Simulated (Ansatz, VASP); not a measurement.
# One calculation of Ge4MoW, two programs

```
Ge Mo W
1.0
     3.57288    0.00000    0.00000
     0.00000    3.57288    0.00000
     0.00000    0.00000    8.80940
Ge Mo W
4 1 1
Direct
  0.00000 0.00000 0.66167
  0.50000 0.50000 0.16167
  0.00000 0.00000 0.33833
  0.50000 0.50000 0.83833
  0.00000 0.00000 0.00000
  0.50000 0.50000 0.50000
```

Alike in both runs: task relaxation of cell and atoms; functional PBE; k mesh 6 × 6 × 2; occupations gaussian, width 0.1 eV; no spin polarisation.

|  | VASP | Ansatz |
| --- | --- | --- |
| version | VASP 6.6.1 | Ansatz 0.2.0 |
| potentials or method | VASP PAW PBE potentials, release 64 (Ge_d, Mo_sv, W_sv), cutoff 600 eV | scalar-relativistic, plane waves, PAW |
| valence electrons in the cell | 84 | 84 |

```csv
,VASP,Ansatz,Ansatz less VASP
"gap on the k mesh at the Fermi level, each at its own relaxed structure (eV)",none,none,-
relaxed volume (Å³/atom),15.47,15.42,-0.042
relaxed cell length with the largest relative difference (Å),8.327,8.315,-0.0125
```

A gap of «none» marks a metal or a gap that the smearing closes.

Neither program's run includes spin-orbit coupling. Noted on VASP's run: the volume moved by over 15 % at a fixed basis, so the end points are rough.
